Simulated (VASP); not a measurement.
A run of VASP 6.6.1 is set up as follows.

The input INCAR:

```
PREC     = Accurate       # precision mode
ENCUT    = 470            # plane-wave cutoff, eV
EDIFF    = 1E-8           # SCF threshold, eV
ISMEAR   = -1             # smearing method
SIGMA    = 0.08           # smearing width, eV
LREAL    = False          # projectors in reciprocal space
LASPH    = True           # aspherical terms in the spheres
NELM     = 120            # most SCF steps
ALGO     = Normal         # electronic algorithm
ISIF     = 2              # what is computed and relaxed
LWAVE    = False          # write WAVECAR
LCHARG   = False          # write CHGCAR
GGA      = CA             # functional
LEFG     = True         
NBANDS   = 44             # bands
GGA_COMPAT= False
```

File KPOINTS:

```
Automatic mesh
0
Gamma
  9 9 9
```

POSCAR

```
AgPt3
1.0
    3.9000000000      0.0000000000      0.0000000000
    0.0000000000      3.9000000000      0.0000000000
    0.0000000000      0.0000000000      3.9000000000
Ag Pt
1 3
Direct
    0.0000000000      0.0000000000      0.0000000000
    0.0000000000      0.5000000000      0.5000000000
    0.5000000000      0.0000000000      0.5000000000
    0.5000000000      0.5000000000      0.0000000000
```

Potentials or basis: VASP PAW LDA potentials, release 64 (Ag_sv_GW, Pt_sv_GW).

The run is started by

```bash
$ cat potpaw_LDA.64/Ag_sv_GW/POTCAR potpaw_LDA.64/Pt_sv_GW/POTCAR > POTCAR
$ mpirun -np 1 vasp_std > vasp.out
```

(1) What does it give for the band gap on the k mesh?

(2) What does it give for the pressure?

Answers

(1) zero (an odd number of electrons rules out a gap without spin polarisation).

(2) -1.1 GPa.

Caveat: without QUAD_EFG the Cq values of the log hold for a quadrupole moment of 1 mb, not for the nuclei; spin-orbit coupling is left out, which moves the levels of the heavy elements.
